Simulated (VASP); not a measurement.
Here is a VASP 6.6.1 calculation.

INCAR

```
SYSTEM = CdSe
ALGO = Normal
EDIFF = 1E-6
ENCUT = 520
GGA = PE
ISIF = 2
ISMEAR = 0
LASPH = .TRUE.
LCHARG = .FALSE.
LREAL = .FALSE.
LWAVE = .FALSE.
NBANDS = 16
NELM = 60
PREC = Accurate
SIGMA = 0.05
```

KPOINTS

```
k-points
0
G
  10 10 10
  0 0 0
```

Contents of POSCAR:

```
CdSe
1.0
    0.0000000000      3.1064533213      3.1064533213
    3.1064533213      0.0000000000      3.1064533213
    2.8711912564      2.8711912564      0.2352620649
Cd Se
1 1
Direct
    0.0000000000      0.0000000000      0.0000000000
    0.7500000000      0.7500000000      0.7500000000
```

Potentials or basis: VASP PAW PBE potentials, release 64 (Cd, Se).

The run is started by

```console
$ cat potpaw_PBE.64/Cd/POTCAR potpaw_PBE.64/Se/POTCAR > POTCAR
$ mpirun -np 1 vasp_std > vasp.out
```

Estimate the largest force.

1.867 eV/Å.

What does it give for the band gap on the k mesh?

0.70 eV.

Stress tensor (GPa, compression positive):
```
 8.73  5.89 -5.89
 5.89  8.73 -5.89
-5.89 -5.89  8.73
```

Caveat: the cell stands under pressure; forces of over 1 eV/Å act on the atoms, so gaps and moduli don't describe the material at rest.
